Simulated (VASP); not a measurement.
# Cu (I4/mmm) in VASP: further runs

Runs on Cu. Level: revPBE+D3(BJ)+U. Tasks: single point.

Everything below comes from runs of VASP 6.6.1. Logs are shortened: lines on timing, memory, paths and dates and some standing lists are left out, and cuts for length are marked.

## 1. The cell of the first run

It takes space group I4/mmm (No. 139, tetragonal). Conventional cell: a = 2.866 Å, b = 2.866 Å, c = 2.734 Å, α = 90.00°, β = 90.00°, γ = 90.00°. Within 3.2 Å of Cu (site symmetry 4/mmm) lie 14 Cu at 2.44 to 2.87 Å.

## 2. Single point, revPBE+D3(BJ)+U (11.23 Å³/atom)

Contents of INCAR:

```
PREC = Accurate ; ENCUT = 520
EDIFF = 1E-6 ; ISMEAR = 0
SIGMA = 0.05 ; LREAL = False
LASPH = True ; NELM = 150
ALGO = Fast ; ISIF = 2
LWAVE = False ; LCHARG = False
LMAXMIX = 4 ; LDAU = True
LDAUTYPE = 2 ; LDAUL = 2
LDAUU = 1 ; LDAUJ = 0
LDAUPRINT = 1 ; GGA = RE
IVDW = 12 ; NBANDS = 12
```

Contents of KPOINTS:

```
regular mesh
0
Gamma
  13 13 13
```

Contents of POSCAR:

```
Cu
1.0
   -1.4331098516      1.4331098516      1.3668457257
    1.4331098516     -1.4331098516      1.3668457257
    1.4331098516      1.4331098516     -1.3668457257
Cu
1
Direct
    0.0000000000      0.0000000000      0.0000000000
```

Potentials or basis: VASP PAW PBE potentials, release 64 (Cu).

On the command line:

```bash
$ cat potpaw_PBE.64/Cu/POTCAR > POTCAR
$ mpirun -np 1 vasp_std > vasp.out
```

OUTCAR:

```text
PREC = Accurate
   ENCUT = 520
   EDIFF = 1E-6
   ISMEAR = 0
   LREAL = False
   LASPH = True
   NELM = 150
   ISIF = 2
   GGA = RE
   IVDW = 12
 IVDW          = 12

 ion  position               nearest neighbor table
   1  0.000  0.000  0.000-

  LATTYP: Found a body centered tetragonal cell.
 ALAT       =     2.8662197032
 C/A-ratio  =     0.9537620052

  Lattice vectors:

 A1 = (  -1.4331098516,   1.4331098516,   1.3668457257)
 A2 = (   1.4331098516,  -1.4331098516,   1.3668457257)
 A3 = (   1.4331098516,   1.4331098516,  -1.3668457257)

Analysis of symmetry for initial positions (statically):
=====================================================================
 Subroutine PRICEL returns:
 Original cell was already a primitive cell.

 Routine SETGRP: Setting up the symmetry group for a
 body centered tetragonal supercell.

 Subroutine GETGRP returns: Found 16 space group operations
 (whereof 16 operations were pure point group operations)
 out of a pool of 16 trial point group operations.

The static configuration has the point symmetry D_4h.

Analysis of symmetry for dynamics (positions and initial velocities):
=====================================================================
 Subroutine PRICEL returns:
 Original cell was already a primitive cell.

 Routine SETGRP: Setting up the symmetry group for a
 body centered tetragonal supercell.

 Subroutine GETGRP returns: Found 16 space group operations
 (whereof 16 operations were pure point group operations)
 out of a pool of 16 trial point group operations.

The dynamic configuration has the point symmetry D_4h.

 Subroutine INISYM returns: Found 16 space group operations
 (whereof 16 operations are pure point group operations),
 and found     1 'primitive' translations

----------------------------------------------------------------------------------------

                                     Primitive cell

[... 149 lines left out ...]
  0.0000 -0.0000  0.0000 -0.0000  0.9325

 occupancies and eigenvectors

  o =  0.9169  v =  1.0000  0.0000  0.0000  0.0000  0.0000  0.0000  0.0000  0.0000  0.0000  0.0000      0.0000  0.0000  0.0000  0.0000  0.0000  0.0000  0.0000  0.0000  0.0000  0.0000
  o =  0.9169  v =  0.0000  0.0000  0.0000  0.0000  0.0000  1.0000  0.0000  0.0000  0.0000  0.0000      0.0000  0.0000  0.0000  0.0000  0.0000  0.0000  0.0000  0.0000  0.0000  0.0000
  o =  0.9200  v =  0.0000 -0.1523  0.0000 -0.9883  0.0000  0.0000  0.0000  0.0000  0.0000  0.0000      0.0000  0.0000  0.0000  0.0000  0.0000  0.0000  0.0000  0.0000  0.0000  0.0000
  o =  0.9200  v =  0.0000  0.0000  0.0000  0.0000  0.0000  0.0000 -0.1523  0.0000 -0.9883  0.0000      0.0000  0.0000  0.0000  0.0000  0.0000  0.0000  0.0000  0.0000  0.0000  0.0000
  o =  0.9200  v =  0.0000  0.9883  0.0000 -0.1523 -0.0000  0.0000  0.0000  0.0000  0.0000  0.0000      0.0000  0.0000  0.0000  0.0000  0.0000  0.0000  0.0000  0.0000  0.0000  0.0000
  o =  0.9200  v =  0.0000  0.0000  0.0000  0.0000  0.0000  0.0000  0.9883  0.0000 -0.1523 -0.0000      0.0000  0.0000  0.0000  0.0000  0.0000  0.0000  0.0000  0.0000  0.0000  0.0000
  o =  0.9282  v =  0.0000 -0.0000  1.0000  0.0000  0.0000  0.0000  0.0000  0.0000  0.0000  0.0000      0.0000  0.0000  0.0000  0.0000  0.0000  0.0000  0.0000  0.0000  0.0000  0.0000
  o =  0.9282  v =  0.0000  0.0000  0.0000  0.0000  0.0000  0.0000 -0.0000  1.0000  0.0000  0.0000      0.0000  0.0000  0.0000  0.0000  0.0000  0.0000  0.0000  0.0000  0.0000  0.0000
  o =  0.9325  v =  0.0000  0.0000  0.0000  0.0000  0.0000  0.0000 -0.0000  0.0000 -0.0000 -1.0000      0.0000  0.0000  0.0000  0.0000  0.0000  0.0000  0.0000  0.0000  0.0000  0.0000
  o =  0.9325  v =  0.0000 -0.0000  0.0000 -0.0000 -1.0000  0.0000  0.0000  0.0000  0.0000  0.0000      0.0000  0.0000  0.0000  0.0000  0.0000  0.0000  0.0000  0.0000  0.0000  0.0000

 number of electron      11.0000005 magnetization

 Free energy of the ion-electron system (eV)
  ---------------------------------------------------
  ext. energy  EPLUGINS =         0.00000000
  ---------------------------------------------------
  free energy    TOTEN  =        -2.91030885 eV

  energy without entropy =       -2.90976977  energy(sigma->0) =       -2.91003931

 E-fermi :   8.1791     XC(G=0): -12.9015

 val. band max:        8.1451790842   @ k =  -0.3077   0.4615   0.0769
 cond. band min:       8.1869029283   @ k =  -0.2308   0.4615   0.0769
 fundamental gap:      0.0417238441
 Fermi energy:         8.1790585735

 k-point     1 :       0.0000    0.0000    0.0000
  band No.  band energies     occupation
      1      -1.3793      2.00000
      2       4.6958      2.00000
      3       4.8933      2.00000
      4       4.8933      2.00000
      5       5.7835      2.00000
      6       5.9931      2.00000
      7      33.3812      0.00000
      8      33.3812      0.00000
      9      34.6274      0.00000
     10      37.3841      0.00000
     11      37.8616      0.00000
     12      37.8641      0.00000
[... 331 lines left out ...]
 k-point    24 :       0.4615    0.1538    0.0000
  band No.  band energies     occupation
      1       3.1763      2.00000
      2       4.0578      2.00000
      3       5.2515      2.00000
      4       5.8737      2.00000
      5       6.2353      2.00000
      6       9.1624      0.00000
      7      13.9527      0.00000
      8      20.7233      0.00000
      9      25.9419      0.00000
     10      32.1993      0.00000
     11      38.1276      0.00000
     12      40.4860      0.00000

 [... further k-points ...]

------------------------ aborting loop because EDIFF is reached ----------------------------------------

 Edisp (eV)   -1.18573

 E8    (eV) :    -0.8249

  FORCE on cell =-STRESS in cart. coord.  units (eV):
  Direction    XX          YY          ZZ          XY          YZ          ZX
  --------------------------------------------------------------------------------------
  -------------------------------------------------------------------------------------
  Total      -0.21119    -0.21119    -0.23357     0.00000    -0.00000    -0.00000
  in kB     -30.13291   -30.13291   -33.32683     0.00000    -0.00000    -0.00000
  external pressure =      -31.20 kB  Pullay stress =        0.00 kB

 VOLUME and BASIS-vectors are now :
 -----------------------------------------------------------------------------
  energy-cutoff  :      520.00
  volume of cell :       11.23
      direct lattice vectors                 reciprocal lattice vectors
    -1.433109852  1.433109852  1.366845726     0.000000000  0.348891608  0.365805731
     1.433109852 -1.433109852  1.366845726     0.348891608  0.000000000  0.365805731
     1.433109852  1.433109852 -1.366845726     0.348891608  0.348891608  0.000000000

 POSITION                                       TOTAL-FORCE (eV/Angst)
 -----------------------------------------------------------------------------------
      0.00000      0.00000      0.00000        -0.000000      0.000000      0.000000
 -----------------------------------------------------------------------------------
    total drift:                                0.000000      0.000000      0.000000

  FREE ENERGIE OF THE ION-ELECTRON SYSTEM (eV)
  ---------------------------------------------------
  free  energy   TOTEN  =        -4.0960371348 eV

  energy  without entropy=       -4.0954980614  energy(sigma->0) =       -4.09576760
```

OSZICAR:

```text
N       E                     dE             d eps       ncg     rms          rms(c)
DAV:   1     0.441604135070E+02    0.44160E+02   -0.54261E+03  5248   0.158E+03
DAV:   2    -0.222743448768E+01   -0.46388E+02   -0.42797E+02  4880   0.210E+02
DAV:   3    -0.361370865408E+01   -0.13863E+01   -0.13789E+01  5484   0.403E+01
DAV:   4    -0.362210949009E+01   -0.84008E-02   -0.83998E-02  5272   0.283E+00
DAV:   5    -0.362218529331E+01   -0.75803E-04   -0.75803E-04  5504   0.275E-01    0.676E+00
RMM:   6    -0.312550623201E+01    0.49668E+00   -0.21608E+00  5902   0.272E+01    0.331E+00
RMM:   7    -0.292530208165E+01    0.20020E+00   -0.27123E-01  5860   0.926E+00    0.100E+00
RMM:   8    -0.291201402467E+01    0.13288E-01   -0.10604E-02  6075   0.119E+00    0.362E-01
RMM:   9    -0.291020510368E+01    0.18089E-02   -0.36514E-03  6105   0.120E+00    0.188E-02
RMM:  10    -0.291030976278E+01   -0.10466E-03   -0.64817E-04  6400   0.302E-01    0.242E-02
RMM:  11    -0.291030875316E+01    0.10096E-05   -0.91607E-05  6322   0.159E-01    0.220E-02
RMM:  12    -0.291030836284E+01    0.39032E-06   -0.22823E-05  6364   0.579E-02    0.450E-03
RMM:  13    -0.291030884751E+01   -0.48467E-06   -0.47813E-06  4853   0.231E-02
   1 F= -.40960371E+01 E0= -.40957676E+01  d E =-.539073E-03
```

stdout:

```text
POSCAR found type information on POSCAR Cu
 POSCAR found :  1 types and       1 ions
 scaLAPACK will be used
 -----------------------------------------------------------------------------
|                                                                             |
|                                                                             |
|     You enforced a specific xc type in the INCAR file but a different       |
|     I HOPE YOU KNOW WHAT YOU ARE DOING!                                     |
|                                                                             |
 -----------------------------------------------------------------------------

 LDA part: xc-table for (Slater+PW92), standard interpolation
 POSCAR, INCAR and KPOINTS ok, starting setup
 FFT: planning ... GRIDC
 FFT: planning ... GRID_SOFT
 FFT: planning ... GRID
 WAVECAR not read
 entering main loop
```

Wall time 45 s (1 thread of Intel Xeon 8259CL, shared host); peak memory 0.14 GiB.

Results:

```
Free energy                : -4.0960 eV
Pressure                   : -3.1 GPa
Band gap on the k mesh     : zero (an odd number of electrons rules out a gap without spin polarisation)
Dispersion energy per atom : -1.186 eV
```

Eigenvalues of the final occupation matrices:
```
    site  spin  trace               eigenvalues
site 1 d     1   4.62  0.92 0.92 0.92 0.93 0.93
site 1 d     2   4.62  0.92 0.92 0.92 0.93 0.93
```

Caveat: three body term missing; the cell stands under tension; the dispersion term is far too large for a dense solid, which distorts pressure and volume; the PAW data sets were made with another functional, which shifts forces and pressure a little; U without spin polarisation on a metal has little footing; the U is typed as a test and isn't derived for this compound.

## 3. Single point, revPBE+D3(BJ)+U (11.46 Å³/atom)

This run uses another cell than the first one, of 11.46 Å³/atom.

Contents of INCAR:

```
SYSTEM = Cu
ALGO = Normal
EDIFF = 1E-6
ENCUT = 520
GGA = RE
ISIF = 2
ISMEAR = 0
IVDW = 12
LASPH = .TRUE.
LCHARG = .FALSE.
LDAU = .TRUE.
LDAUJ = 0
LDAUL = 2
LDAUPRINT = 1
LDAUTYPE = 2
LDAUU = 1
LMAXMIX = 4
LREAL = .FALSE.
LWAVE = .FALSE.
NBANDS = 12
NELM = 150
PREC = Accurate
SIGMA = 0.05
```

Contents of KPOINTS:

```
k-points
0
G
  13 13 13
  0 0 0
```

Contents of POSCAR:

```
Cu
1.0
   -1.4427933200      1.4427933200      1.3760814500
    1.4427933200     -1.4427933200      1.3760814500
    1.4427933200      1.4427933200     -1.3760814500
Cu
1
Direct
    0.0000000000      0.0000000000      0.0000000000
```

Potentials or basis: VASP PAW PBE potentials, release 64 (Cu).

On the command line:

```bash
$ cat potpaw_PBE.64/Cu/POTCAR > POTCAR
$ mpirun -np 1 vasp_std > vasp.out
```

OUTCAR:

```text
SYSTEM = Cu
   EDIFF = 1E-6
   ENCUT = 520
   GGA = RE
   ISIF = 2
   ISMEAR = 0
   IVDW = 12
   LASPH = .TRUE.
   LREAL = .FALSE.
   NELM = 150
   PREC = Accurate
 IVDW          = 12

 ion  position               nearest neighbor table
   1  0.000  0.000  0.000-

  LATTYP: Found a body centered tetragonal cell.
 ALAT       =     2.8855866400
 C/A-ratio  =     0.9537620052

  Lattice vectors:

 A1 = (  -1.4427933200,   1.4427933200,   1.3760814500)
 A2 = (   1.4427933200,  -1.4427933200,   1.3760814500)
 A3 = (   1.4427933200,   1.4427933200,  -1.3760814500)

Analysis of symmetry for initial positions (statically):
=====================================================================
 Subroutine PRICEL returns:
 Original cell was already a primitive cell.

 Routine SETGRP: Setting up the symmetry group for a
 body centered tetragonal supercell.

 Subroutine GETGRP returns: Found 16 space group operations
 (whereof 16 operations were pure point group operations)
 out of a pool of 16 trial point group operations.

The static configuration has the point symmetry D_4h.

Analysis of symmetry for dynamics (positions and initial velocities):
=====================================================================
[... 208 lines left out ...]
      7      32.9210      0.00000
      8      32.9210      0.00000
      9      34.1599      0.00000
     10      36.8128      0.00000
     11      37.0683      0.00000
     12      37.1301      0.00000
[... 331 lines left out ...]
 k-point    24 :       0.4615    0.1538    0.0000
  band No.  band energies     occupation
      1       3.0335      2.00000
      2       3.8936      2.00000
      3       5.0568      2.00000
      4       5.6533      2.00000
      5       6.0047      2.00000
      6       8.8985      0.00000
      7      13.5827      0.00000
      8      20.2994      0.00000
      9      25.4598      0.00000
     10      31.6713      0.00000
     11      37.4855      0.00000
     12      39.8968      0.00000

 [... further k-points ...]

------------------------ aborting loop because EDIFF is reached ----------------------------------------

 Edisp (eV)   -1.16074

 E8    (eV) :    -0.8074

  FORCE on cell =-STRESS in cart. coord.  units (eV):
  Direction    XX          YY          ZZ          XY          YZ          ZX
  --------------------------------------------------------------------------------------
  -------------------------------------------------------------------------------------
  Total      -0.42593    -0.42593    -0.45858     0.00000     0.00000     0.00000
  in kB     -59.55759   -59.55759   -64.12302     0.00000     0.00000     0.00000
  external pressure =      -61.08 kB  Pullay stress =        0.00 kB

 VOLUME and BASIS-vectors are now :
 -----------------------------------------------------------------------------
  energy-cutoff  :      520.00
  volume of cell :       11.46
      direct lattice vectors                 reciprocal lattice vectors
    -1.442793320  1.442793320  1.376081450     0.000000000  0.346549983  0.363350585
     1.442793320 -1.442793320  1.376081450     0.346549983  0.000000000  0.363350585
     1.442793320  1.442793320 -1.376081450     0.346549983  0.346549983  0.000000000

 POSITION                                       TOTAL-FORCE (eV/Angst)
 -----------------------------------------------------------------------------------
      0.00000      0.00000      0.00000         0.000000      0.000000      0.000000
 -----------------------------------------------------------------------------------
    total drift:                                0.000000      0.000000      0.000000

  FREE ENERGIE OF THE ION-ELECTRON SYSTEM (eV)
  ---------------------------------------------------
  free  energy   TOTEN  =        -4.0894953274 eV

  energy  without entropy=       -4.0889653129  energy(sigma->0) =       -4.08923032
```

stdout:

```text
POSCAR found type information on POSCAR Cu
 POSCAR found :  1 types and       1 ions
 scaLAPACK will be used
 -----------------------------------------------------------------------------
|                                                                             |
|                                                                             |
|     You enforced a specific xc type in the INCAR file but a different       |
|     I HOPE YOU KNOW WHAT YOU ARE DOING!                                     |
|                                                                             |
 -----------------------------------------------------------------------------

 LDA part: xc-table for (Slater+PW92), standard interpolation
 POSCAR, INCAR and KPOINTS ok, starting setup
 FFT: planning ... GRIDC
 FFT: planning ... GRID_SOFT
 FFT: planning ... GRID
 WAVECAR not read
 entering main loop
```

Wall time 39 s (1 thread of Intel Xeon 8259CL, shared host); peak memory 0.15 GiB.

Results:

| Property | Result |
| --- | --- |
| Free energy | -4.0895 eV |
| Pressure | -6.1 GPa |
| Band gap on the k mesh | zero (an odd number of electrons rules out a gap without spin polarisation) |
| Dispersion energy per atom | -1.161 eV |

Stress tensor (GPa, compression positive):
```
-5.96  0.00  0.00
 0.00 -5.96  0.00
 0.00  0.00 -6.41
```

Eigenvalues of the final occupation matrices:
```tsv
site	spin	trace	eigenvalues
site 1 d	1	4.62	0.92 0.92 0.92 0.93 0.93
site 1 d	2	4.62	0.92 0.92 0.92 0.93 0.93
```

Caveat: three body term missing; the cell stands under tension; the dispersion term is far too large for a dense solid, which distorts pressure and volume; the PAW data sets were made with another functional, which shifts forces and pressure a little; U without spin polarisation on a metal has little footing; the U is typed as a test and isn't derived for this compound.

The gap in the log of VASP goes by the Fermi energy; the results here count the filled bands.